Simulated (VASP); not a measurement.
# TiO2 in VASP: further runs

The runs below take TiO2 through single point, relaxation of cell and atoms, with PBE.

Program: VASP 6.6.1. These are calculated values, not measurements. Logs are shortened: lines on timing, memory, paths and dates and some standing lists are left out, and cuts for length are marked.

## Step 1: The cell of the first run

The structure is trigonal, space group P-3m1 (No. 164). Conventional cell: a = 2.990 Å, b = 2.990 Å, c = 5.512 Å, α = 90.00°, β = 90.00°, γ = 120.00°. Ti (site symmetry -3m) has 6 O at 1.98 Å within 2.6 Å. Within 2.6 Å of O (site symmetry 3m) lie 3 Ti at 1.98 Å and 3 O at 2.59 Å.

## Step 2: Single point, PBE

INCAR reads:

```
SYSTEM = TiO2
ALGO = Normal
EDIFF = 1E-7
ENCUT = 520
GGA = PE
ISIF = 2
ISMEAR = 0
LASPH = .True.
LCHARG = .False.
LREAL = .False.
LWAVE = .False.
NBANDS = 19
NELM = 100
PREC = Accurate
SIGMA = 0.02
```

KPOINTS reads:

```
k-points
0
Gamma
  12 12 4
  0 0 0
```

POSCAR reads:

```
TiO2
1.0
    2.9895502506      0.0000000000      0.0000000000
   -1.4947751253      2.5890264629      0.0000000000
    0.0000000000      0.0000000000      5.5116843215
Ti O
1 2
Direct
    0.0000000000      0.0000000000      0.5000000000
    0.3333333333      0.6666666667      0.6750443621
    0.6666666667      0.3333333333      0.3249556379
```

Potentials or basis: VASP PAW PBE potentials, release 64 (Ti_sv, O).

On the command line:

```
$ cat potpaw_PBE.64/Ti_sv/POTCAR potpaw_PBE.64/O/POTCAR > POTCAR
$ mpirun -np 1 vasp_std > vasp.out
```

OUTCAR:

```text
SYSTEM = TiO2
   EDIFF = 1E-7
   ENCUT = 520
   GGA = PE
   ISIF = 2
   ISMEAR = 0
   LASPH = .True.
   LREAL = .False.
   NELM = 100
   PREC = Accurate

 ion  position               nearest neighbor table
   1  0.000  0.000  0.500-   2 1.98   3 1.98   2 1.98   3 1.98   3 1.98   2 1.98
   2  0.333  0.667  0.675-   1 1.98   1 1.98   1 1.98
   3  0.667  0.333  0.325-   1 1.98   1 1.98   1 1.98

  LATTYP: Found a hexagonal cell.
 ALAT       =     2.9895502506
 C/A-ratio  =     1.8436500007

  Lattice vectors:

 A1 = (   2.9895502506,   0.0000000000,   0.0000000000)
 A2 = (  -1.4947751253,   2.5890264629,   0.0000000000)
 A3 = (   0.0000000000,   0.0000000000,   5.5116843215)

Analysis of symmetry for initial positions (statically):
=====================================================================
 Subroutine PRICEL returns:
 Original cell was already a primitive cell.

 Routine SETGRP: Setting up the symmetry group for a
 hexagonal supercell.

 Subroutine GETGRP returns: Found 12 space group operations
 (whereof 12 operations were pure point group operations)
 out of a pool of 24 trial point group operations.

The static configuration has the point symmetry D_3d.

Analysis of symmetry for dynamics (positions and initial velocities):
=====================================================================
 Subroutine PRICEL returns:
 Original cell was already a primitive cell.

 Routine SETGRP: Setting up the symmetry group for a
 hexagonal supercell.

 Subroutine GETGRP returns: Found 12 space group operations
 (whereof 12 operations were pure point group operations)
 out of a pool of 24 trial point group operations.

The dynamic configuration has the point symmetry D_3d.

 Subroutine INISYM returns: Found 12 space group operations
 (whereof 12 operations are pure point group operations),
 and found     1 'primitive' translations

----------------------------------------------------------------------------------------

                                     Primitive cell

  volume of cell :      42.6606

  direct lattice vectors                    reciprocal lattice vectors
     2.989550251  0.000000000  0.000000000     0.334498475  0.193122785  0.000000000
    -1.494775125  2.589026463  0.000000000     0.000000000  0.386245569  0.000000000
     0.000000000  0.000000000  5.511684321     0.000000000  0.000000000  0.181432742

  length of vectors
     2.989550251  2.989550251  5.511684321     0.386245569  0.386245569  0.181432742

  position of ions in fractional coordinates (direct lattice)
     0.000000000  0.000000000  0.500000000
     0.333333333  0.666666667  0.675044362
     0.666666667  0.333333333  0.324955638

  ion indices of the primitive-cell ions
   primitive index   ion index
                 1           1
                 2           2
                 3           3

----------------------------------------------------------------------------------------

 KPOINTS: k-points

Automatic generation of k-mesh.
 Grid dimensions read from file:
 generate k-points for:   12   12    4

 Generating k-lattice:

  Cartesian coordinates                     Fractional coordinates (reciprocal lattice)
     0.027874873  0.016093565  0.000000000     0.083333333 -0.000000000  0.000000000
     0.000000000  0.032187131  0.000000000     0.000000000  0.083333333  0.000000000
     0.000000000  0.000000000  0.045358186     0.000000000  0.000000000  0.250000000

  Length of vectors
     0.032187131  0.032187131  0.045358186

  Shift w.r.t. Gamma in fractional coordinates (k-lattice)
     0.000000000  0.000000000  0.000000000

 Subroutine IBZKPT returns following result:
 ===========================================

 Found     69 irreducible k-points:

 Following reciprocal coordinates:
            Coordinates               Weight
  0.000000  0.000000  0.000000      1.000000
  0.083333  0.000000  0.000000      6.000000
  0.166667 -0.000000  0.000000      6.000000
  0.250000  0.000000  0.000000      6.000000
  0.333333  0.000000  0.000000      6.000000
  0.416667 -0.000000  0.000000      6.000000
[... 16 lines left out ...]
  0.166667 -0.000000  0.250000      6.000000
  0.000000  0.166667  0.250000      6.000000
 [... further k-points ...]
   k-points           NKPTS =     69   k-points in BZ     NKDIM =     69   number of bands    NBANDS=     19
   number of dos      NEDOS =    301   number of ions     NIONS =      3
   total plane-waves  NPLWV =  24192
   dimension x,y,z NGX =    24 NGY =   24 NGZ =   42
   dimension x,y,z NGXF=    48 NGYF=   48 NGZF=   84
   ions per type =               1   2
   NGX,Y,Z   is equivalent  to a cutoff of  13.35, 13.35, 12.67 a.u.
   NGXF,Y,Z  is equivalent  to a cutoff of  26.69, 26.69, 25.34 a.u.
 SYSTEM =  TiO2
   PREC   = accura    normal or accurate (medium, high low for compatibility)
   ISTART =      0    job   : 0-new  1-cont  2-samecut
   ICHARG =      2    charge: 1-file 2-atom 10-const
   ISPIN  =      1    spin polarized calculation?
   LNONCOLLINEAR =      F non collinear calculations
   LSORBIT =      F    spin-orbit coupling
   LASPH  =      T    aspherical Exc in radial PAW
   ENCUT  =  520.0 eV  38.22 Ry    6.18 a.u.   5.56  5.56 10.25*2*pi/ulx,y,z
   NELM   =    100;   NELMIN=  2; NELMDL= -5     # of ELM steps
   EDIFF  = 0.1E-06   stopping-criterion for ELM
   LREAL  =      F    real-space projection
   EDIFFG = 0.1E-05   stopping-criterion for IOM
   NSW    =      0    number of steps for IOM
   IBRION =     -1    ionic relax: 0-MD 1-quasi-New 2-CG
   NFREE  =      0    steps in history (QN), initial steepest desc. (CG)
   ISIF   =      2    stress and relaxation
   ISYM   =      2    0-nonsym 1-usesym 2-fastsym
   POTIM  = 0.5000    time-step for ionic-motion
   TEBEG  =    0.0;   TEEND  =   0.0 temperature during run
   PSTRESS=    0.0 pullay stress
   NELECT =      24.0000    total number of electrons
   NUPDOWN=      -1.0000    fix difference up-down
   EMIN   =  10.00;   EMAX   =-10.00  energy-range for DOS
   EFERMI =   0.00;   METHOD = LEGACY
   ISMEAR =     0;   SIGMA  =   0.02  broadening in eV -4-tet -1-fermi 0-gaus
   EFERMI_NEDOS =   21; number of points for ismear=-14 and -15
   IALGO  =     38    algorithm
   IMIX   =      4    mixing-type and parameters
     AMIX     =   0.40;   BMIX     =  1.00
     AMIX_MAG =   1.60;   BMIX_MAG =  1.00
  volume/ion in A,a.u.               =      14.22        95.96
  Fermi-wavevector in a.u.,A,eV,Ry     =   1.351459  2.553888 24.850261  1.826443
  Thomas-Fermi vector in A             =   2.478879
   LORBIT       =      0    0 simple, 1 ext, 2 COOP (PROOUT), +10 PAW based schemes
   GGA     = PE    functional components
   LHFCALC =     F    Hartree Fock is set to
   AEXX    =    0.0000 exact exchange contribution
   IVDW    =     0    specifies the selected vdW correction
   LEPSILON=     F    determine dielectric tensor
   LRPA    =     F    only Hartree local field effects (RPA)
 non-spin polarized calculation
 Gauss-broadening in eV      SIGMA  =   0.02
  energy-cutoff  :      520.00
  volume of cell :       42.66
 maximum number of plane-waves:      1185
 NGX is ok and might be reduce to    24
   NGX = 11   NGY = 11   NGZ = 21

 number of electron      24.0000006 magnetization

 Free energy of the ion-electron system (eV)
  ---------------------------------------------------
  ext. energy  EPLUGINS =         0.00000000
  ---------------------------------------------------
  free energy    TOTEN  =       -26.49738417 eV

  energy without entropy =      -26.49738417  energy(sigma->0) =      -26.49738417

 E-fermi :   1.1523     XC(G=0):  -9.2024

 val. band max:        0.8823648621   @ k =   0.1667   0.0833   0.0000
 cond. band min:       3.5174277484   @ k =   0.0000   0.0000   0.5000
 fundamental gap:      2.6350628863
 Fermi energy:         1.1523464634

 k-point     1 :       0.0000    0.0000    0.0000
  band No.  band energies     occupation
      1     -55.5320      2.00000
      2     -31.7954      2.00000
      3     -31.5137      2.00000
      4     -31.5137      2.00000
      5     -16.5941      2.00000
      6     -14.8050      2.00000
[... 11 lines left out ...]
     18       8.2097      0.00000
     19      12.0292      0.00000

 k-point     2 :       0.0833    0.0000    0.0000
  band No.  band energies     occupation
      1     -55.5273      2.00000
      2     -31.7870      2.00000
      3     -31.5540      2.00000
      4     -31.5212      2.00000
      5     -16.5036      2.00000
      6     -14.8523      2.00000
[... 11 lines left out ...]
     18       8.4583      0.00000
     19      12.3588      0.00000

 k-point     3 :       0.1667   -0.0000    0.0000
  band No.  band energies     occupation
      1     -55.5144      2.00000
      2     -31.7644      2.00000
      3     -31.6622      2.00000
      4     -31.5417      2.00000
      5     -16.2580      2.00000
      6     -14.9765      2.00000
[... 11 lines left out ...]
     18       9.1281      0.00000
     19      13.1318      0.00000

 k-point     4 :       0.2500    0.0000    0.0000
  band No.  band energies     occupation
      1     -55.4968      2.00000
      2     -31.8114      2.00000
      3     -31.7286      2.00000
      4     -31.5696      2.00000
      5     -15.9363      2.00000
      6     -15.1218      2.00000
[... 407 lines left out ...]
     18       9.0097      0.00000
     19      11.8083      0.00000

 k-point    23 :       0.1667   -0.0000    0.2500
  band No.  band energies     occupation
      1     -55.5144      2.00000
      2     -31.7645      2.00000
      3     -31.6622      2.00000
      4     -31.5417      2.00000
      5     -16.2499      2.00000
      6     -14.9874      2.00000
[... 11 lines left out ...]
     18       9.4748      0.00000
     19      12.5675      0.00000

 k-point    24 :       0.0000    0.1667    0.2500
  band No.  band energies     occupation
      1     -55.5144      2.00000
      2     -31.7645      2.00000
      3     -31.6622      2.00000
      4     -31.5417      2.00000
      5     -16.2510      2.00000
      6     -14.9858      2.00000
[... 11 lines left out ...]
     18       9.7162      0.00000
     19      12.3813      0.00000

 [... further k-points ...]

------------------------ aborting loop because EDIFF is reached ----------------------------------------

  FORCE on cell =-STRESS in cart. coord.  units (eV):
  Direction    XX          YY          ZZ          XY          YZ          ZX
  --------------------------------------------------------------------------------------
  -------------------------------------------------------------------------------------
  Total        0.1942803      0.1942803      0.0823531     -0.0000000      0.0000000      0.0000000
  in kB        7.2964670      7.2964670      3.0928862     -0.0000000      0.0000000      0.0000000
  external PRESSURE =       5.8952734 kB  Pullay stress =       0.0000000 kB

 VOLUME and BASIS-vectors are now :
 -----------------------------------------------------------------------------
  energy-cutoff  :      520.00
  volume of cell :       42.66
      direct lattice vectors                 reciprocal lattice vectors
     2.989550251  0.000000000  0.000000000     0.334498475  0.193122785  0.000000000
    -1.494775125  2.589026463  0.000000000     0.000000000  0.386245569  0.000000000
     0.000000000  0.000000000  5.511684321     0.000000000  0.000000000  0.181432742

 POSITION                                       TOTAL-FORCE (eV/Angst)
 -----------------------------------------------------------------------------------
      0.00000      0.00000      2.75584        -0.000000      0.000000      0.000000
     -0.00000      1.72602      3.72063        -0.000000      0.000000      0.060374
      1.49478      0.86301      1.79105         0.000000     -0.000000     -0.060374
 -----------------------------------------------------------------------------------
    total drift:                               -0.000000      0.000000      0.000000

  FREE ENERGIE OF THE ION-ELECTRON SYSTEM (eV)
  ---------------------------------------------------
  free  energy   TOTEN  =       -26.4973841738 eV

  energy  without entropy=      -26.4973841738  energy(sigma->0) =      -26.49738417
```

It took 42 s on 1 thread of Intel Xeon Platinum 8259CL at 2.50GHz (Skylake/Cascade Lake), shared host; peak memory 0.19 GiB.

What came out:

- Free energy: -26.4974 eV
- Pressure: 0.6 GPa
- Largest force: 0.060 eV/Å
- Band gap on the k mesh: 2.63 eV, indirect (least direct gap 2.87 eV)

Forces in eV/Å, atoms in the order of the input:
```
Ti   0.000  0.000  0.000
O    0.000  0.000  0.060
O    0.000  0.000 -0.060
```

Levels at points of the mesh, in eV from the valence-band top:
```
           k point  band 10  band 11  band 12  band 13  band 14  band 15
(0.00, 0.00, 0.00)    -0.47    -0.23    -0.23     2.64     2.64     4.32
(0.50, 0.00, 0.00)    -1.75    -1.27    -0.77     2.89     3.67     3.74
(0.00, 0.00, 0.50)    -0.92    -0.24    -0.24     2.63     2.63     4.36
(0.50, 0.00, 0.50)    -1.70    -1.25    -0.61     2.88     3.67     3.74
```

## Step 3: Single point, PBE, collinear spin, ferromagnetic start

This run uses another cell than the first one, of 11.07 Å³/atom, 0.779 times its volume.

INCAR reads:

```
ALGO = Normal
EDIFF = 1E-7
ENCUT = 520
GGA = PE
ISIF = 2
ISMEAR = 0
ISPIN = 2
LASPH = True
LCHARG = False
LMAXMIX = 4
LORBIT = 11
LREAL = False
LWAVE = False
MAGMOM = 1 0 0
NBANDS = 23
NELM = 150
PREC = Accurate
SIGMA = 0.1
```

KPOINTS reads:

```
k-points
0
Gamma
  6 6 4
```

POSCAR reads:

```
TiO2
1.0
    3.0146707600      0.0000000000      0.0000000000
   -1.5073353800      2.6107814600      0.0000000000
    0.0000000000      0.0000000000      4.2197756600
Ti O
1 2
Direct
    0.0000000000      0.0000000000      0.7781499200
    0.3333333300      0.6666666700      0.9835939400
    0.6666666700      0.3333333300      0.5469803600
```

Potentials or basis: VASP PAW PBE potentials, release 64 (Ti_sv, O).

On the command line:

```
$ cat potpaw_PBE.64/Ti_sv/POTCAR potpaw_PBE.64/O/POTCAR > POTCAR
$ mpirun -np 1 vasp_std > vasp.out
```

Wall time 32 s (1 thread of Intel Xeon Platinum 8259CL at 2.50GHz (Skylake/Cascade Lake), shared host); peak memory 0.17 GiB.

It converged, with:

| Quantity | Value |
| --- | --- |
| Free energy | -26.3270 eV |
| Pressure | 5.1 GPa |
| Largest force | 0.965 eV/Å |
| Band gap on the k mesh | 2.27 eV, indirect (least direct gap 2.35 eV) |
| Net moment | 0.00 μB per cell |
| Valence electrons inside the program's atomic spheres | Ti 10.27; O 5.07, 5.03 |

Forces on the atoms (eV/Å):
```
Ti   0.000  0.000 -0.965
O    0.000  0.000  0.947
O    0.000  0.000  0.018
```

Stress tensor (GPa, compression positive):
```
 2.16  0.00  0.00
 0.00  2.16  0.00
 0.00  0.00 11.06
```

Levels at points of the mesh, in eV from the valence-band top:
Spin up:
```csv
k point,band 8,band 9,band 10,band 11,band 12,band 13,band 14,band 15,band 16,band 17
"(0.00, 0.00, 0.00)",-4.28,-4.28,-0.48,-0.48,0.00,2.35,2.35,4.07,6.64,6.64
"(0.50, 0.00, 0.00)",-3.15,-2.55,-2.20,-1.80,-1.46,2.59,3.30,3.32,5.89,6.52
"(0.00, 0.00, 0.50)",-4.23,-3.29,-1.85,-0.61,-0.61,2.30,2.30,4.11,6.79,6.79
"(0.50, 0.00, 0.50)",-3.37,-3.34,-1.64,-1.55,-0.42,2.75,3.29,3.34,5.84,6.39
```
Spin down:
```csv
k point,band 8,band 9,band 10,band 11,band 12,band 13,band 14,band 15,band 16,band 17
"(0.00, 0.00, 0.00)",-4.28,-4.28,-0.48,-0.48,0.00,2.35,2.35,4.07,6.64,6.64
"(0.50, 0.00, 0.00)",-3.15,-2.55,-2.20,-1.80,-1.46,2.59,3.30,3.32,5.89,6.52
"(0.00, 0.00, 0.50)",-4.23,-3.29,-1.85,-0.61,-0.61,2.30,2.30,4.11,6.79,6.79
"(0.50, 0.00, 0.50)",-3.37,-3.34,-1.64,-1.55,-0.42,2.75,3.29,3.34,5.84,6.39
```

A k mesh can miss the band edges. A hybrid or GW would open this gap; PBE tends to underestimate it.

[end of part 1 of 3]
